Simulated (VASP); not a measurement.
## Ge: single point with LDA

Slab: Ge, a slab with vacuum.

```
Ge
1.0
     3.89500    0.00000    0.00000
    -1.94750    3.37317    0.00000
     0.00000    0.00000   28.00000
Ge
2
Direct
  0.33333 0.66667 0.51530
  0.66667 0.33333 0.48470
```

```
Program                : VASP 6.6.1
Task                   : single point
Functional             : LDA
Potentials or basis    : VASP PAW LDA potentials, release 64 (Ge_d)
Cutoff                 : 520 eV
k mesh                 : 12 × 12 × 1
Occupations            : gaussian, width 0.1 eV
Spin                   : no spin polarisation
Dipole correction      : yes
Further INCAR settings : ALGO = Normal; EDIFF = 1e-06; NBANDS = 21
```

- Largest force: 0.807 eV/Å
- Band gap on the k mesh: zero (band 14 reaches -3.35 eV, above the bottom of band 15 at -3.67 eV)

Forces on the atoms (eV/Å):
```
Ge   0.000  0.000 -0.807
Ge   0.000  0.000  0.807
```

Levels at points of the mesh, in eV from the Fermi level:
```csv
k point,band 10,band 11,band 12,band 13,band 14,band 15,band 16,band 17,band 18,band 19
"(0.00, 0.00, 0.00)",-24.22,-11.49,-4.03,0.07,0.07,1.53,1.69,4.24,4.24,4.28
"(0.50, 0.00, 0.00)",-24.18,-9.24,-7.36,-1.65,-1.48,0.36,2.06,5.05,6.28,6.77
```

It took 3.8 min on 1 thread of Intel Xeon 6975P-C, with other jobs on the host, peak memory 0.39 GiB.
